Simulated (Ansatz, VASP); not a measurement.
## One calculation of AlNi3, two programs

INCAR

```
PREC = Accurate
ENCUT = 520
EDIFF = 1E-6
ISMEAR = 0
SIGMA = 0.15
LREAL = F
LASPH = T
NELM = 100
ALGO = Fast
ISIF = 2
LWAVE = F
LCHARG = T
GGA = PS
LELF = T
LVHAR = T
NBANDS = 43
```

File KPOINTS:

```
regular mesh
0
Gamma
  8 8 6
```

POSCAR

```
AlNi3
1.0
    0.0000000000     -2.7984078614     -2.7984078614
    0.0000000000      2.7984078614     -2.7984078614
    5.5968157228      0.0000000000      0.0000000000
Al Ni
2 6
Direct
    0.4947721433      0.4850498229     -0.0056908217
    0.0052278567      0.0149501771      0.5056908217
   -0.0084566384      0.4957228592      0.7606899905
    0.5084566384      0.0042771408      0.2393100095
   -0.0123978235     -0.0024077750      0.0006877799
    0.5123978235      0.5024077750      0.4993122201
    0.0149698282      0.5066496414      0.2440650034
    0.4850301718     -0.0066496414      0.7559349966
```

Input for Ansatz:

```yaml
crystal:
  lattice:
    - [0.0, -2.7984078614, -2.7984078614]
    - [0.0, 2.7984078614, -2.7984078614]
    - [5.5968157228, 0.0, 0.0]
  atoms:
    - { symbol: Al, position: [0.4947721433, 0.4850498229, -0.0056908217] }
    - { symbol: Al, position: [0.0052278567, 0.0149501771, 0.5056908217] }
    - { symbol: Ni, position: [-0.0084566384, 0.4957228592, 0.7606899905] }
    - { symbol: Ni, position: [0.5084566384, 0.0042771408, 0.2393100095] }
    - { symbol: Ni, position: [-0.0123978235, -0.002407775, 0.0006877799] }
    - { symbol: Ni, position: [0.5123978235, 0.502407775, 0.4993122201] }
    - { symbol: Ni, position: [0.0149698282, 0.5066496414, 0.2440650034] }
    - { symbol: Ni, position: [0.4850301718, -0.0066496414, 0.7559349966] }
basis:
  ecutwfc: 420
kpoints:
  mp_grid: { grid: [8, 8, 6] }
hamiltonian:
  xc: pbesol
scf:
  occupations: { method: gaussian, width: 0.15 }
output:
  forces: true
  stress: true
  eigenvalues: true
```

Alike in both runs: task single point; functional PBEsol; k mesh 8 × 8 × 6; occupations gaussian, width 0.15 eV; no spin polarisation.

```csv
,VASP,Ansatz
version,VASP 6.6.1,Ansatz 0.2.0
potentials or method,"VASP PAW PBE potentials, release 64 (Al, Ni), cutoff 520 eV","scalar-relativistic, plane waves, PAW"
valence electrons in the cell,66,114
```

|  | VASP | Ansatz | Ansatz less VASP |
| --- | --- | --- | --- |
| gap on the k mesh at the Fermi level (eV) | none | none | - |
| pressure (GPa) | 0.9 | 0.9 | -0.05 |
| traceless stress, the component that is largest in VASP (GPa) | -0.37 | -0.37 | +0.002 |
| rms of the force components (eV/Å) | 0.361 | 0.361 | +0.0002 |

VASP's potentials were made for PBE, not for PBEsol. Atom by atom the forces differ by 0.002 eV/Å (rms over components). A gap of «none» marks a metal or a gap that the smearing closes. VASP's potentials hold 66 valence electrons a cell and Ansatz's 114, so a difference there can come from the potentials and not from the codes.
